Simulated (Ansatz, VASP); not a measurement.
Two plane-wave programs on Sn

Contents of INCAR:

```
PREC = Accurate ; ENCUT = 520
EDIFF = 1E-6 ; ISMEAR = 0
SIGMA = 0.15 ; LREAL = F
LASPH = T ; NELM = 60
ALGO = Fast ; ISIF = 2
LWAVE = F ; LCHARG = F
GGA = PS ; NBANDS = 36
```

The input KPOINTS:

```
Automatic mesh
0
Gamma
  16 16 4
```

Contents of POSCAR:

```
Sn
1.0
   -1.7265390000      1.7755470000     -2.3383420000
   -1.7265390000     -1.7755470000      2.3383420000
    0.0000000000     12.2461289688      5.8861626207
Sn
4
Direct
    0.0608417164     -0.0608417164      0.7435465623
    0.2586916738      0.7413083262      0.1062209375
    0.5260750213      0.4739249787      0.3186628124
    0.7934583689      0.2065416311      0.5311046873
```

Input for Ansatz:

```yaml
crystal:
  lattice:
    - [-1.726539, 1.775547, -2.338342]
    - [-1.726539, -1.775547, 2.338342]
    - [0.0, 12.2461289688, 5.8861626207]
  atoms:
    - { symbol: Sn, position: [0.0608417164, -0.0608417164, 0.7435465623] }
    - { symbol: Sn, position: [0.2586916738, 0.7413083262, 0.1062209375] }
    - { symbol: Sn, position: [0.5260750213, 0.4739249787, 0.3186628124] }
    - { symbol: Sn, position: [0.7934583689, 0.2065416311, 0.5311046873] }
basis:
  ecutwfc: 420
kpoints:
  mp_grid: { grid: [16, 16, 4] }
hamiltonian:
  xc: pbesol
scf:
  occupations: { method: gaussian, width: 0.15 }
output:
  forces: true
  stress: true
  eigenvalues: true
```

Alike in both runs: task single point; functional PBEsol; k mesh 16 × 16 × 4; occupations gaussian, width 0.15 eV; no spin polarisation.

```csv
,VASP,Ansatz
version,VASP 6.6.1,Ansatz 0.2.0
potentials or method,"VASP PAW PBE potentials, release 64 (Sn_d), cutoff 520 eV","scalar-relativistic, plane waves, PAW"
valence electrons in the cell,56,56
```

|  | VASP | Ansatz | Ansatz less VASP |
| --- | --- | --- | --- |
| gap on the k mesh at the Fermi level (eV) | none | none | - |
| pressure (GPa) | -4.2 | -4.1 | +0.08 |
| traceless stress, the component that is largest in VASP (GPa) | 0.44 | 0.44 | +0.001 |
| rms of the force components (eV/Å) | 0.149 | 0.150 | +0.0006 |

VASP's potentials were made for PBE, not for PBEsol. Atom by atom the forces differ by 0.001 eV/Å (rms over components). A gap of «none» marks a metal or a gap that the smearing closes. The functional is the same, so the differences come from potentials, cutoffs and numerics.
